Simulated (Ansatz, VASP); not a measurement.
## One calculation of I, two programs

```
CELL_PARAMETERS angstrom
0.00000 2.39673 3.96129
2.22109 0.00000 3.96129
2.22109 2.39673 0.00000
ATOMIC_POSITIONS crystal
I 0.00000 0.00000 0.00000
```

Alike in both runs: task single point; functional PBE; dispersion D3(BJ); k mesh 9 × 9 × 9; occupations fermi-dirac, width 0.05 eV; no spin polarisation.

|  | VASP | Ansatz |
| --- | --- | --- |
| version | VASP 6.6.1 | Ansatz 0.2.0 |
| potentials or method | VASP PAW PBE potentials, release 64 (I) | Ansatz PAW |
| plane-wave cutoff (eV) | 520 | 420 |
| valence electrons in the cell | 7 | 17 |

Ansatz gave:

| Quantity | Value |
| --- | --- |
| gap on the k mesh at the Fermi level (eV) | none |
| pressure (GPa) | -1.8 |
| traceless stress, the component that is largest in VASP (GPa) | 0.89 |

What did VASP give for the same quantities?

gap on the k mesh at the Fermi level (eV): none; pressure (GPa): -1.8; traceless stress, the component that is largest in VASP (GPa): 0.92.

A gap of «none» marks a metal or a gap that the smearing closes. VASP's potentials hold 7 valence electrons a cell and Ansatz's 17, so a difference there can come from the potentials and not from the codes.

Spin-orbit coupling is off throughout.
